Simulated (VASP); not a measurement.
Runs of VASP 6.6.1 on MoS2. The structure is that of space group R3m (No. 160), or close to it. The cells are those of the table. 

| task | spin | cell | k mesh | cutoff (eV) | smearing | gap on the mesh (eV) | pressure (GPa) | largest force (eV/Å) |
| --- | --- | --- | --- | --- | --- | --- | --- | --- |
| single point | off | a = 7.662 Å, angles 24.0°, 3 atoms | 12 × 12 × 12 | 520 | gaussian 0.02 eV | 1.46 | -0.1 | 0.01 |
| single point | collinear, ferromagnetic start | a = 6.738 Å, angles 27.3°, 3 atoms | 6 × 6 × 6 | 520 | gaussian 0.1 eV | 1.09 | 1.2 | (a) |
| relaxation of cell and atoms | off | relaxed to 4 GPa from a = 6.566 Å, angles 27.2°, 3 atoms | 12 × 12 × 12 | 600 | gaussian 0.02 eV | (b) | 4.0 | 0.01 |
| relaxation of cell and atoms | off | relaxed from a = 7.662 Å, angles 24.0°, 3 atoms | 12 × 12 × 12 | 600 | gaussian 0.02 eV | 1.46 | 0.0 | - |
| relaxation of cell and atoms | off | relaxed to 12 GPa from a = 6.128 Å, angles 29.0°, 3 atoms | 12 × 12 × 12 | 600 | gaussian 0.02 eV | 0.45 | 12.0 | 0.01 |

Alike in all rows: level PBE; potentials or basis VASP PAW PBE potentials, release 64 (Mo_sv, S).

Question: Fill in the values left out.

Answer: (a) 0.15; (b) 0.82.

Caveats: the cell is relaxed towards a set pressure, so the enthalpy falls and the energy may rise (some runs).

A k mesh can miss the band edges, and the runs leave out spin-orbit coupling on Mo.
